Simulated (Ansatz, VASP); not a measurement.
## One calculation of Sb, two programs

```xyz
2
Lattice="4.0685 0.0000 0.0000 -2.0342 3.5234 0.0000 0.0000 0.0000 27.1000" Properties=species:S:1:pos:R:3 pbc="T T T"
Sb    0.0000    2.3489    7.0000
Sb    2.0342    1.1745    8.6500
```

Alike in both runs: functional PBE; dispersion D3(BJ); k mesh 12 × 12 × 1; occupations gaussian, width 0.03 eV; no spin polarisation.

Ansatz relaxed the structure, and its values are those at the end. VASP's run is a single point on that final structure, the one shown.

|  | VASP | Ansatz |
| --- | --- | --- |
| version | VASP 6.6.1 | Ansatz 0.2.0 |
| potentials or method | VASP PAW PBE potentials, release 64 (Sb), cutoff 400 eV | scalar-relativistic, plane waves, PAW |
| valence electrons in the cell | 10 | 30 |

Ansatz gave:

| Item | Value |
| --- | --- |
| gap on the k mesh at the Fermi level (eV) | 1.18 |
| least direct gap on the mesh (eV) | 1.67 |
| rms of the force components (eV/Å) | 0.002 |

Question: Which values does VASP return?

Answer: gap on the k mesh at the Fermi level (eV): 1.19; least direct gap on the mesh (eV): 1.64; rms of the force components (eV/Å): 0.052.

VASP's potentials hold 10 valence electrons a cell and Ansatz's 30, so a difference there can come from the potentials and not from the codes. Ansatz's warnings: slab cell height set, structure snapped to symmetry.

Spin-orbit coupling is off throughout.
